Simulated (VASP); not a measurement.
# SiC3 (P-6m2) in VASP: a series of runs, part 2 of 3

VASP 6.6.1.

**3. Relaxation of cell and atoms, PBE**

This run uses another cell than the first one, of 8.93 Å³/atom, 0.973 times its volume.

INCAR reads:

```
SYSTEM = SiC3
ALGO = Normal
EDIFF = 1E-6
EDIFFG = -0.01
ENCUT = 600
GGA = PE
IBRION = 2
ISIF = 3
ISMEAR = 0
LASPH = .True.
LCHARG = .False.
LREAL = .False.
LWAVE = .False.
NELM = 100
NSW = 100
PREC = Accurate
SIGMA = 0.1
```

KPOINTS reads:

```
k-points
0
Gamma
  24 24 8
  0 0 0
```

POSCAR reads:

```
SiC3
1.0
    2.5136656060      0.0000000000      0.0000000000
   -1.2568328030      2.1768982714      0.0000000000
    0.0000000000      0.0000000000      6.5247040459
Si C
1 3
Direct
    0.3333333333      0.6666666667      0.5000000000
    0.3333333333      0.6666666667      0.0000000000
    0.6666666667      0.3333333333      0.1315508565
    0.6666666667      0.3333333333      0.8684491435
```

Potentials or basis: VASP PAW PBE potentials, release 64 (Si, C).

Launch:

```bash
$ cat potpaw_PBE.64/Si/POTCAR potpaw_PBE.64/C/POTCAR > POTCAR
$ mpirun -np 1 vasp_std > vasp.out
```

OUTCAR:

```text
SYSTEM = SiC3
   EDIFF = 1E-6
   EDIFFG = -0.01
   ENCUT = 600
   GGA = PE
   IBRION = 2
   ISIF = 3
   ISMEAR = 0
   LASPH = .True.
   LREAL = .False.
   NELM = 100
   NSW = 100
   PREC = Accurate

 ion  position               nearest neighbor table
   1  0.333  0.667  0.500-
   2  0.333  0.667  0.000-   3 1.69   4 1.69   3 1.69   4 1.69   3 1.69   4 1.69
   3  0.667  0.333  0.132-   2 1.69   2 1.69   2 1.69   4 1.72
   4  0.667  0.333  0.868-   2 1.69   2 1.69   2 1.69   3 1.72

  LATTYP: Found a hexagonal cell.
 ALAT       =     2.5136656060
 C/A-ratio  =     2.5956929316

  Lattice vectors:

 A1 = (   2.5136656060,   0.0000000000,   0.0000000000)
 A2 = (  -1.2568328030,   2.1768982714,   0.0000000000)
 A3 = (   0.0000000000,   0.0000000000,   6.5247040459)

Analysis of symmetry for initial positions (statically):
=====================================================================
 Subroutine PRICEL returns:
 Original cell was already a primitive cell.

 Routine SETGRP: Setting up the symmetry group for a
 hexagonal supercell.

 Subroutine GETGRP returns: Found 12 space group operations
 (whereof 12 operations were pure point group operations)
 out of a pool of 24 trial point group operations.
[... 177 lines left out ...]
  Total       -0.1282428     -0.1282428      1.0405938      0.0000000     -0.0000000      0.0000000
  in kB       -5.7548911     -5.7548911     46.6966103      0.0000000     -0.0000000      0.0000000
  external PRESSURE =      11.7289427 kB  Pullay stress =       0.0000000 kB
[... 253 lines left out ...]
--------------------------------------- Ionic step        8  -------------------------------------------

 number of electron      16.0000001 magnetization

 Free energy of the ion-electron system (eV)
  ---------------------------------------------------
  ext. energy  EPLUGINS =         0.00000000
  ---------------------------------------------------
  free energy    TOTEN  =       -24.26791452 eV

  energy without entropy =      -24.26171121  energy(sigma->0) =      -24.26481287

 E-fermi :   8.7481     XC(G=0): -11.6478

 val. band max:        8.7450264065   @ k =   0.3333   0.2500   0.5000
 cond. band min:       8.7534676022   @ k =   0.3333   0.0000   0.2500
 fundamental gap:      0.0084411957
 Fermi energy:         8.7481192233

 k-point     1 :       0.0000    0.0000    0.0000
  band No.  band energies     occupation
      1     -13.9697      2.00000
      2      -5.2690      2.00000
      3      -4.4075      2.00000
      4       3.1795      2.00000
      5       4.3343      2.00000
      6       5.2456      2.00000
      7       5.2456      2.00000
      8      12.3393      0.00000
      9      12.3393      0.00000
     10      12.5348      0.00000
     11      13.2963      0.00000
     12      13.2963      0.00000
[... 331 lines left out ...]
 k-point    24 :       0.4583    0.0417    0.0000
  band No.  band energies     occupation
      1      -9.2268      2.00000
      2      -6.0780      2.00000
      3      -0.3118      2.00000
      4       1.6802      2.00000
      5       2.1244      2.00000
      6       2.2496      2.00000
      7       3.7950      2.00000
      8       6.9252      2.00000
      9       9.9915      0.00000
     10      10.4738      0.00000
     11      11.2569      0.00000
     12      12.7225      0.00000

 [... further k-points ...]
[... 5 lines left out ...]
  --------------------------------------------------------------------------------------
  -------------------------------------------------------------------------------------
  Total        0.0032495      0.0032495     -0.0123709      0.0000000      0.0000000     -0.0000000
  in kB        0.1420682      0.1420682     -0.5408548      0.0000000      0.0000000     -0.0000000
  external PRESSURE =      -0.0855728 kB  Pullay stress =       0.0000000 kB
[... 19 lines left out ...]
  FREE ENERGIE OF THE ION-ELECTRON SYSTEM (eV)
  ---------------------------------------------------
  free  energy   TOTEN  =       -24.2679145191 eV

  energy  without entropy=      -24.2617112123  energy(sigma->0) =      -24.26481287

 reached required accuracy - stopping structural energy minimisation
```

OSZICAR:

```text
N       E                     dE             d eps       ncg     rms          rms(c)
DAV:   1     0.446026240081E+02    0.44603E+02   -0.84507E+03  7320   0.136E+03
DAV:   2    -0.209954480707E+02   -0.65598E+02   -0.60855E+02  9800   0.203E+02
DAV:   3    -0.245617231081E+02   -0.35663E+01   -0.34499E+01  9736   0.456E+01
DAV:   4    -0.246206931339E+02   -0.58970E-01   -0.58812E-01  9956   0.601E+00
[... 61 lines left out ...]
DAV:   1    -0.242688275106E+02   -0.15046E-02   -0.46929E-02  7552   0.181E+00    0.168E-01
DAV:   2    -0.242681578148E+02    0.66970E-03   -0.21349E-03  9312   0.373E-01    0.808E-02
DAV:   3    -0.242679806000E+02    0.17721E-03   -0.35162E-04  8944   0.143E-01    0.512E-02
DAV:   4    -0.242679152383E+02    0.65362E-04   -0.16191E-04  8172   0.871E-02    0.111E-02
DAV:   5    -0.242679145191E+02    0.71913E-06   -0.66935E-06  9256   0.217E-02
   8 F= -.24267915E+02 E0= -.24264813E+02  d E =-.492486E-03
```

Run time: 5.1 min. Hardware: 1 thread of Intel Xeon 6975P-C (Granite Rapids), shared host; peak memory 0.27 GiB.

Results:

- Free energy: -24.2679 eV
- Relaxed volume: 9.16 Å³/atom
- Relaxed cell: a = 2.511 Å, b = 2.511 Å, c = 6.710 Å, α = 90.00°, β = 90.00°, γ = 120.00°
- Space group after relaxing (to 0.05 Å): P-6m2 (No. 187)
- Energy gained by relaxing: 2.8 meV/atom
- Ionic steps: 8
- Pressure after relaxing: 0.0 GPa
- Largest force after relaxing: 0.008 eV/Å
- Band gap on the k mesh: zero (band 8 reaches 12.34 eV, above the bottom of band 9 at 6.44 eV)

Forces on the atoms (eV/Å):
```
Si   0.000  0.000  0.000
C    0.000  0.000  0.000
C    0.000  0.000 -0.008
C    0.000  0.000  0.008
```

Step by step:
```tsv
step	energy change (eV)	largest force (eV/Å)	pressure (GPa)	volume (Å³)
1	0.0000	0.1347	1.17	35.70
2	-0.0026	0.3898	-0.31	36.04
3	-0.0045	0.1850	0.26	35.91
4	-0.0075	0.1238	0.39	36.05
5	-0.0105	0.0200	0.79	36.39
6	-0.0105	0.0379	0.84	36.43
7	-0.0104	0.0604	-0.91	36.89
8	-0.0110	0.0083	-0.01	36.65
```

Final structure:
```
Si C
1.0
     2.51116    0.00000    0.00000
    -1.25558    2.17473    0.00000
     0.00000    0.00000    6.71044
Si C
1 3
Direct
  0.33333 0.66667 0.50000
  0.33333 0.66667 0.00000
  0.66667 0.33333 0.12831
  0.66667 0.33333 0.87169
```

[end of part 2 of 3]
